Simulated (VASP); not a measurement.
A run of VASP 6.6.1 is set up as follows.

INCAR

```
SYSTEM = BeS
ALGO     = Normal         ! electronic algorithm
EDIFF    = 1E-6           ! SCF threshold, eV
ENCUT    = 520            ! plane-wave cutoff, eV
GGA      = PE             ! functional
ISIF     = 2              ! what is computed and relaxed
ISMEAR   = 0              ! smearing method
LASPH    = .True.         ! aspherical terms in the spheres
LCHARG   = .False.        ! write CHGCAR
LREAL    = .False.        ! projectors in reciprocal space
LWAVE    = .False.        ! write WAVECAR
NBANDS   = 16             ! bands
NELM     = 80             ! most SCF steps
PREC     = Accurate       ! precision mode
SIGMA    = 0.1            ! smearing width, eV
```

File KPOINTS:

```
k-points
0
Gamma
  6 6 6
  0 0 0
```

File POSCAR:

```
BeS
1.0
   -2.4046487000      2.4046487000      2.6861090700
    2.4046487000     -2.4046487000      2.6861090700
    2.4046487000      2.4046487000     -2.6861090700
Be S
2 2
Direct
    0.3788465600      0.3788465600      0.0000000000
    0.1288465600      0.6288465600      0.5000000000
    0.6816984300      0.6816984300      0.0000000000
    0.4316984300      0.9316984300      0.5000000000
```

Potentials or basis: VASP PAW PBE potentials, release 64 (Be, S).

The run is started by

```console
$ cat potpaw_PBE.64/Be/POTCAR potpaw_PBE.64/S/POTCAR > POTCAR
$ mpirun -np 1 vasp_std > vasp.out
```

(1) What does it give for the largest force?

(2) Estimate the band gap on the k mesh.

Results:

(1) 7.386 eV/Å.

(2) zero (band 8 reaches 5.41 eV, above the bottom of band 9 at 3.73 eV).

Caveat: forces of over 1 eV/Å act on the atoms, so gaps and moduli don't describe the material at rest.
